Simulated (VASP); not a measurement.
# Ga7As8Pd (F-43m) in VASP: single point with PBEsol+U

Aim: the single point of Ga7As8Pd with PBEsol+U.

Program: VASP 6.6.1. These are calculated values, not measurements. Logs are shortened: lines on timing, memory, paths and dates and some standing lists are left out, and cuts for length are marked.

## Step 1: The cell of the first run

Symmetry: F-43m, No. 216, cubic system. The conventional cell has a = 11.307 Å, b = 11.307 Å, c = 11.307 Å, α = 90.00°, β = 90.00°, γ = 90.00°. Within 3.2 Å of Pd (site symmetry -43m) lie 4 As at 2.41 Å. Ga (site symmetry 2mm) has 4 As at 2.45 to 2.46 Å within 3.2 Å. Within 3.2 Å of Ga (site symmetry -43m) lie 4 As at 2.45 Å. As (site symmetry 3m) has 1 Pd at 2.41 Å and 3 Ga at 2.46 Å within 3.2 Å. Within 3.2 Å of As (site symmetry 3m) lie 4 Ga at 2.45 Å.

## Step 2: Single point, PBEsol+U, collinear spin, ferromagnetic start

File INCAR:

```
SYSTEM = Ga7As8Pd
PREC     = Accurate       ! precision mode
ENCUT    = 520            ! plane-wave cutoff, eV
EDIFF    = 1E-6           ! SCF threshold, eV
ISMEAR   = 0              ! smearing method
SIGMA    = 0.05           ! smearing width, eV
LREAL    = Auto         
LASPH    = .True.         ! aspherical terms in the spheres
NELM     = 150            ! most SCF steps
ALGO     = Normal         ! electronic algorithm
ISIF     = 2              ! what is computed and relaxed
LWAVE    = .False.        ! write WAVECAR
LCHARG   = .False.        ! write CHGCAR
ISPIN    = 2              ! spin polarisation
MAGMOM   = 0.75 0 0 0 0 0 0 0 0 0 0 0 0 0 0 0 ! initial moments
LORBIT   = 11             ! projections on sites
NUPDOWN  = 0.75           ! fixed moment
LMAXMIX  = 4              ! l up to which the mixer works
LDAU     = .True.         ! DFT+U
LDAUTYPE = 2            
LDAUL    = 2 -1 -1        ! shell
LDAUU    = 2 0 0          ! U, eV
LDAUJ    = 0 0 0        
LDAUPRINT= 1            
GGA      = PS             ! functional
NBANDS   = 88             ! bands
```

File KPOINTS:

```
regular mesh
0
Gamma
  3 3 3
  0 0 0
```

File POSCAR:

```
Ga7As8Pd
1.0
    0.0000000000      5.6537000000      5.6537000000
    5.6537000000      0.0000000000      5.6537000000
    5.6537000000      5.6537000000      0.0000000000
Pd Ga As
1 7 8
Direct
    0.0000000000      0.0000000000      1.0000000000
    0.0005118108      0.0005118108      0.4994881892
    0.0005118108      0.4994881892      0.0005118108
    0.0005118108      0.4994881892      0.4994881892
    0.4994881892      0.0005118108      0.0005118108
    0.4994881892      0.0005118108      0.4994881892
    0.4994881892      0.4994881892      0.0005118108
    0.5000000000      0.5000000000      0.5000000000
    0.1232025839      0.1232025839      0.1232025839
    0.1232025839      0.1232025839      0.6303922483
    0.1232025839      0.6303922483      0.1232025839
    0.1247390305      0.6250869898      0.6250869898
    0.6303922483      0.1232025839      0.1232025839
    0.6250869898      0.1247390305      0.6250869898
    0.6250869898      0.6250869898      0.1247390305
    0.6250869898      0.6250869898      0.6250869898
```

Potentials or basis: VASP PAW PBE potentials, release 64 (Pd, Ga_d, As).

The run is started by

```
$ cat potpaw_PBE.64/Pd/POTCAR potpaw_PBE.64/Ga_d/POTCAR potpaw_PBE.64/As/POTCAR > POTCAR
$ mpirun -np 1 vasp_std > vasp.out
```

OUTCAR:

```text
SYSTEM = Ga7As8Pd
   PREC = Accurate
   ENCUT = 520
   EDIFF = 1E-6
   ISMEAR = 0
   LREAL = Auto
   LASPH = .True.
   NELM = 150
   ISIF = 2
   ISPIN = 2
   LORBIT = 11
   NUPDOWN = 0.75
   GGA = PS

 ion  position               nearest neighbor table
   1  0.000  0.000  0.000-  10 2.41  11 2.41  13 2.41   9 2.41
   2  0.001  0.001  0.499-  12 2.45  14 2.45   9 2.46  10 2.46
   3  0.001  0.499  0.001-  15 2.45  12 2.45   9 2.46  11 2.46
   4  0.001  0.499  0.499-  12 2.45  16 2.45  10 2.46  11 2.46
   5  0.499  0.001  0.001-  15 2.45  14 2.45   9 2.46  13 2.46
   6  0.499  0.001  0.499-  14 2.45  16 2.45  10 2.46  13 2.46
[... 8 lines left out ...]
  15  0.625  0.625  0.125-   8 2.45   7 2.45   3 2.45   5 2.45
  16  0.625  0.625  0.625-   8 2.45   6 2.45   7 2.45   4 2.45

  LATTYP: Found a face centered cubic cell.
 ALAT       =    11.3074000000

  Lattice vectors:

 A1 = (   0.0000000000,   5.6537000000,   5.6537000000)
 A2 = (   5.6537000000,   0.0000000000,   5.6537000000)
 A3 = (   5.6537000000,   5.6537000000,   0.0000000000)

Analysis of symmetry for initial positions (statically):
=====================================================================
 Subroutine PRICEL returns:
 Original cell was already a primitive cell.

 Routine SETGRP: Setting up the symmetry group for a
 face centered cubic supercell.

 Subroutine GETGRP returns: Found 24 space group operations
 (whereof 24 operations were pure point group operations)
 out of a pool of 48 trial point group operations.

The static configuration has the point symmetry T_d .

Analysis of symmetry for dynamics (positions and initial velocities):
=====================================================================
 Subroutine PRICEL returns:
 Original cell was already a primitive cell.

 Routine SETGRP: Setting up the symmetry group for a
 face centered cubic supercell.

 Subroutine GETGRP returns: Found 24 space group operations
 (whereof 24 operations were pure point group operations)
 out of a pool of 48 trial point group operations.

The dynamic configuration has the point symmetry T_d .

Analysis of structural, dynamic, and magnetic symmetry:
=====================================================================
 Subroutine PRICEL returns:
 Original cell was already a primitive cell.

 Routine SETGRP: Setting up the symmetry group for a
 face centered cubic supercell.

 Subroutine GETGRP returns: Found 24 space group operations
 (whereof 24 operations were pure point group operations)
 out of a pool of 48 trial point group operations.

The overall configuration has the point symmetry T_d .

 Subroutine INISYM returns: Found 24 space group operations
 (whereof 24 operations are pure point group operations),
 and found     1 'primitive' translations

----------------------------------------------------------------------------------------

                                     Primitive cell

  volume of cell :     361.4334

  direct lattice vectors                    reciprocal lattice vectors
     0.000000000  5.653700000  5.653700000    -0.088437660  0.088437660  0.088437660
     5.653700000  0.000000000  5.653700000     0.088437660 -0.088437660  0.088437660
     5.653700000  5.653700000  0.000000000     0.088437660  0.088437660 -0.088437660

  length of vectors
     7.995539218  7.995539218  7.995539218     0.153178521  0.153178521  0.153178521

  position of ions in fractional coordinates (direct lattice)
     0.000000000  0.000000000  0.000000000
     0.000511811  0.000511811  0.499488189
     0.000511811  0.499488189  0.000511811
     0.000511811  0.499488189  0.499488189
     0.499488189  0.000511811  0.000511811
     0.499488189  0.000511811  0.499488189
[... 8 lines left out ...]
     0.625086990  0.625086990  0.124739031
     0.625086990  0.625086990  0.625086990

  ion indices of the primitive-cell ions
   primitive index   ion index
                 1           1
                 2           2
[... 81 lines left out ...]
   EFERMI_NEDOS =   21; number of points for ismear=-14 and -15
   IALGO  =     38    algorithm
   IMIX   =      4    mixing-type and parameters
     AMIX     =   0.40;   BMIX     =  1.00
     AMIX_MAG =   1.60;   BMIX_MAG =  1.00
  volume/ion in A,a.u.               =      22.59       152.44
  Fermi-wavevector in a.u.,A,eV,Ry     =   1.196204  2.260497 19.468618  1.430903
  Thomas-Fermi vector in A             =   2.332150
   LORBIT       =     11    0 simple, 1 ext, 2 COOP (PROOUT), +10 PAW based schemes
 LDA+U is selected, type is set to LDAUTYPE =  2
   angular momentum for each species LDAUL =     2   -1   -1
   U (eV)           for each species LDAUU =   2.0  0.0  0.0
   J (eV)           for each species LDAUJ =   0.0  0.0  0.0
   GGA     = PS    functional components
   LHFCALC =     F    Hartree Fock is set to
   AEXX    =    0.0000 exact exchange contribution
   IVDW    =     0    specifies the selected vdW correction
   LEPSILON=     F    determine dielectric tensor
   LRPA    =     F    only Hartree local field effects (RPA)
 spin polarized calculation
 Gauss-broadening in eV      SIGMA  =   0.05
  energy-cutoff  :      520.00
  volume of cell :      361.43
 maximum number of plane-waves:      9735
   NGX = 29   NGY = 29   NGZ = 29

atom =   1  type =  1  l = 2

 onsite density matrix

spin component  1

  0.8775 -0.0000  0.0000 -0.0000 -0.0000
 -0.0000  0.8775 -0.0000 -0.0000  0.0000
  0.0000 -0.0000  0.9190  0.0000 -0.0000
 -0.0000 -0.0000  0.0000  0.8775 -0.0000
 -0.0000  0.0000 -0.0000 -0.0000  0.9190

spin component  2

  0.8322 -0.0000  0.0000 -0.0000  0.0000
 -0.0000  0.8322  0.0000 -0.0000 -0.0000
  0.0000  0.0000  0.9159  0.0000 -0.0000
 -0.0000 -0.0000  0.0000  0.8322  0.0000
  0.0000 -0.0000 -0.0000  0.0000  0.9159

 occupancies and eigenvectors

  o =  0.8322  v =  0.0000  0.0000  0.0000  0.0000  0.0000  1.0000  0.0000  0.0000  0.0000  0.0000      0.0000  0.0000  0.0000  0.0000  0.0000  0.0000  0.0000  0.0000  0.0000  0.0000
  o =  0.8322  v =  0.0000  0.0000  0.0000  0.0000  0.0000  0.0000 -0.9936 -0.0000 -0.1126 -0.0000      0.0000  0.0000  0.0000  0.0000  0.0000  0.0000  0.0000  0.0000  0.0000  0.0000
  o =  0.8322  v =  0.0000  0.0000  0.0000  0.0000  0.0000  0.0000  0.1126 -0.0000 -0.9936  0.0000      0.0000  0.0000  0.0000  0.0000  0.0000  0.0000  0.0000  0.0000  0.0000  0.0000
  o =  0.8775  v =  0.0000  0.9619 -0.0000  0.2733 -0.0000  0.0000  0.0000  0.0000  0.0000  0.0000      0.0000  0.0000  0.0000  0.0000  0.0000  0.0000  0.0000  0.0000  0.0000  0.0000
  o =  0.8775  v =  0.0000  0.2733  0.0000 -0.9619 -0.0000  0.0000  0.0000  0.0000  0.0000  0.0000      0.0000  0.0000  0.0000  0.0000  0.0000  0.0000  0.0000  0.0000  0.0000  0.0000
  o =  0.8775  v =  1.0000  0.0000  0.0000  0.0000  0.0000  0.0000  0.0000  0.0000  0.0000  0.0000      0.0000  0.0000  0.0000  0.0000  0.0000  0.0000  0.0000  0.0000  0.0000  0.0000
  o =  0.9159  v =  0.0000  0.0000  0.0000  0.0000  0.0000  0.0000  0.0000 -1.0000  0.0000 -0.0007      0.0000  0.0000  0.0000  0.0000  0.0000  0.0000  0.0000  0.0000  0.0000  0.0000
  o =  0.9159  v =  0.0000  0.0000  0.0000  0.0000  0.0000  0.0000 -0.0000 -0.0007  0.0000  1.0000      0.0000  0.0000  0.0000  0.0000  0.0000  0.0000  0.0000  0.0000  0.0000  0.0000
  o =  0.9190  v =  0.0000  0.0000  0.0042 -0.0000  1.0000  0.0000  0.0000  0.0000  0.0000  0.0000      0.0000  0.0000  0.0000  0.0000  0.0000  0.0000  0.0000  0.0000  0.0000  0.0000
  o =  0.9190  v =  0.0000 -0.0000 -1.0000 -0.0000  0.0042  0.0000  0.0000  0.0000  0.0000  0.0000      0.0000  0.0000  0.0000  0.0000  0.0000  0.0000  0.0000  0.0000  0.0000  0.0000

 number of electron     140.9999965 magnetization       0.7500000

 Free energy of the ion-electron system (eV)
  ---------------------------------------------------
  ext. energy  EPLUGINS =         0.00000000
  ---------------------------------------------------
  free energy    TOTEN  =       -72.96845530 eV

  energy without entropy =      -72.95962450  energy(sigma->0) =      -72.96403990

 E-fermi :   3.3907     XC(G=0):  -9.8281

 val. band max:        4.0470032421   @ k =   0.3333   0.3333   0.0000
 cond. band min:       3.3986944719   @ k =  -0.3333   0.3333   0.0000
 fundamental gap:     -0.6483087701
 Fermi energy:         4.1853175183

 spin component 1

 k-point     1 :       0.0000    0.0000    0.0000
  band No.  band energies     occupation
      1     -11.0112      1.00000
      2     -11.0112      1.00000
      3     -11.0112      1.00000
      4     -10.9831      1.00000
      5     -10.9600      1.00000
      6     -10.9600      1.00000
[... 329 lines left out ...]
     81       7.7331      0.00000
     82       7.7940      0.00000
 Fermi energy:         3.3906846860

 spin component 2

 k-point     1 :       0.0000    0.0000    0.0000
  band No.  band energies     occupation
      1     -11.0093      1.00000
      2     -11.0093      1.00000
      3     -11.0093      1.00000
      4     -10.9794      1.00000
      5     -10.9545      1.00000
      6     -10.9545      1.00000
[... 329 lines left out ...]
     81       7.7542      0.00000
     82       7.8240      0.00000
 [bands above 82 left out]

------------------------ aborting loop because EDIFF is reached ----------------------------------------

  FORCE on cell =-STRESS in cart. coord.  units (eV):
  Direction    XX          YY          ZZ          XY          YZ          ZX
  --------------------------------------------------------------------------------------
  -------------------------------------------------------------------------------------
  Total       -0.4712291     -0.4712291     -0.4712291      0.0000000      0.0000000      0.0000000
  in kB       -2.0888846     -2.0888846     -2.0888846      0.0000000      0.0000000      0.0000000
  external PRESSURE =      -2.0888846 kB  Pullay stress =       0.0000000 kB

 VOLUME and BASIS-vectors are now :
 -----------------------------------------------------------------------------
  energy-cutoff  :      520.00
  volume of cell :      361.43
      direct lattice vectors                 reciprocal lattice vectors
     0.000000000  5.653700000  5.653700000    -0.088437660  0.088437660  0.088437660
     5.653700000  0.000000000  5.653700000     0.088437660 -0.088437660  0.088437660
     5.653700000  5.653700000  0.000000000     0.088437660  0.088437660 -0.088437660

 POSITION                                       TOTAL-FORCE (eV/Angst)
 -----------------------------------------------------------------------------------
      0.00000      0.00000      0.00000        -0.000000     -0.000000     -0.000000
      2.82685      2.82685      0.00579        -0.000000     -0.000000      0.016560
      2.82685      0.00579      2.82685        -0.000000      0.016560     -0.000000
      5.64791      2.82685      2.82685        -0.016560     -0.000000     -0.000000
      0.00579      2.82685      2.82685         0.016560     -0.000000     -0.000000
      2.82685      5.64791      2.82685        -0.000000     -0.016560     -0.000000
[... 8 lines left out ...]
      4.23929      4.23929      7.06811        -0.000862     -0.000862      0.000862
      7.06811      7.06811      7.06811         0.000862      0.000862      0.000862
 -----------------------------------------------------------------------------------
    total drift:                                0.000001      0.000001      0.000001

  FREE ENERGIE OF THE ION-ELECTRON SYSTEM (eV)
  ---------------------------------------------------
  free  energy   TOTEN  =       -72.9684552977 eV

  energy  without entropy=      -72.9596245012  energy(sigma->0) =      -72.96403990

 total charge

# of ion       s       p       d       tot
------------------------------------------
    1        0.521   0.500   8.749   9.770
    2        0.894   0.791   9.990  11.676
    3        0.894   0.791   9.990  11.676
    4        0.894   0.791   9.990  11.676
    5        0.894   0.791   9.990  11.676
    6        0.894   0.791   9.990  11.676
[... 8 lines left out ...]
   15        1.212   1.585   0.031   2.828
   16        1.212   1.585   0.031   2.828
--------------------------------------------------
tot         16.550  18.429  78.984 113.962

 magnetization (x)

# of ion       s       p       d       tot
------------------------------------------
    1        0.001   0.061   0.142   0.204
    2        0.002   0.005   0.002   0.008
    3        0.002   0.005   0.002   0.008
    4        0.002   0.005   0.002   0.008
    5        0.002   0.005   0.002   0.008
    6        0.002   0.005   0.002   0.008
[... 8 lines left out ...]
   15        0.000   0.001   0.000   0.001
   16        0.000   0.001   0.000   0.001
--------------------------------------------------
tot          0.022   0.298   0.159   0.478
```

Wall time 17 min (1 thread of Oxide Virtual Turin-like, shared host); peak memory 0.69 GiB.

What came out:

| Property | Result |
| --- | --- |
| Free energy | -72.9685 eV |
| Pressure | -0.2 GPa |
| Largest force | 0.086 eV/Å |
| Net moment | 0.75 μB per cell |
| Site moments | Pd +0.20; Ga +0.01, +0.00; As +0.05, +0.00 μB |
| Valence electrons inside the program's atomic spheres | Pd 9.77; Ga 11.68; As 2.79, 2.83 |

Forces in eV/Å, atoms in the order of the input:
```
Pd   0.000  0.000  0.000
Ga   0.000  0.000  0.017
Ga   0.000  0.017  0.000
Ga  -0.017  0.000  0.000
Ga   0.017  0.000  0.000
Ga   0.000 -0.017  0.000
Ga   0.000  0.000 -0.017
Ga   0.000  0.000  0.000
As  -0.050 -0.050 -0.050
As   0.050  0.050 -0.050
As   0.050 -0.050  0.050
As   0.001 -0.001 -0.001
As  -0.050  0.050  0.050
As  -0.001  0.001 -0.001
As  -0.001 -0.001  0.001
As   0.001  0.001  0.001
```

Eigenvalues of the final occupation matrices:
```
    site  spin  trace               eigenvalues
site 1 d     1   4.47  0.88 0.88 0.88 0.92 0.92
site 1 d     2   4.33  0.83 0.83 0.83 0.92 0.92
```

Caveat: the PAW data sets were made with another functional, which shifts forces and pressure a little; the total moment is fixed, so each spin has its own Fermi level; the U is typed as a test and isn't derived for this compound.
